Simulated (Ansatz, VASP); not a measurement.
Au: VASP beside Ansatz

```xyz
1
Lattice="-1.6573 1.6573 1.6573 1.6573 -1.6573 1.6573 1.6573 1.6573 -1.6573" Properties=species:S:1:pos:R:3 pbc="T T T"
Au    0.0000    0.0000    0.0000
```

Alike in both runs: functional r2SCAN; k mesh 6 × 6 × 6; occupations fermi-dirac, width 0.05 eV; no spin polarisation.

|  | VASP | Ansatz |
| --- | --- | --- |
| version | VASP 6.6.1 | Ansatz 0.2.0 |
| potentials or method | VASP PAW PBE potentials, release 64 (Au) | Ansatz PAW |
| plane-wave cutoff (eV) | 520 | 500 |
| valence electrons in the cell | 11 | 19 |
| task | single point | band structure |

```csv
,VASP,Ansatz,Ansatz less VASP
gap on the k mesh at the Fermi level (eV),none,none,-
pressure (GPa),-4.7,-4.9,-0.20
```

VASP's potentials were made for PBE, not for r2SCAN. A gap of «none» marks a metal or a gap that the smearing closes. With one functional, cell and mesh, what is left measures potentials, basis and numerics. VASP's potentials hold 11 valence electrons a cell and Ansatz's 19, so a difference there can come from the potentials and not from the codes.

The k mesh is coarse, so the values compare programs but aren't converged. Neither program's run includes spin-orbit coupling.
